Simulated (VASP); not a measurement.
Set up this calculation in VASP 6.6.1, as the native input.

| Quantity | Value |
| --- | --- |
| Task | single point |
| Functional | LDA |
| Potentials or basis | VASP PAW LDA potentials, release 64 (Au) |
| Cutoff | 520 eV |
| k mesh | 11 × 11 × 11 |
| Occupations | gaussian, width 0.1 eV |
| Spin | no spin polarisation |
| Dipole correction | no |
| Further INCAR settings | ALGO = Fast; EDIFF = 1e-07; NBANDS = 12 |

The structure of Au lies in POSCAR:

```
Au
1.0
   -1.6572690000      1.6572690000      1.6572690000
    1.6572690000     -1.6572690000      1.6572690000
    1.6572690000      1.6572690000     -1.6572690000
Au
1
Direct
    0.0000000000      0.0000000000      0.0000000000
```

The input as run:

INCAR

```
SYSTEM = Au
  PREC = Accurate
  ENCUT = 520
  EDIFF = 1E-7
  ISMEAR = 0
  SIGMA = 0.1
  LREAL = .False.
  LASPH = .True.
  NELM = 80
  ALGO = Fast
  ISIF = 2
  LWAVE = .False.
  LCHARG = .False.
  NBANDS = 12
```

KPOINTS

```
regular mesh
0
Gamma
  11 11 11
  0 0 0
```

Potentials or basis: VASP PAW LDA potentials, release 64 (Au).

Run with:

```console
$ cat potpaw_LDA.64/Au/POTCAR > POTCAR
$ mpirun -np 1 vasp_std > vasp.out
```

It gave:

```
Pressure : -12.6 GPa
```

Run time: 6.1 s on 1 thread of Intel(R) Xeon(R) 6975P-C (Granite Rapids), with other jobs on the host, peak memory 0.13 GiB.
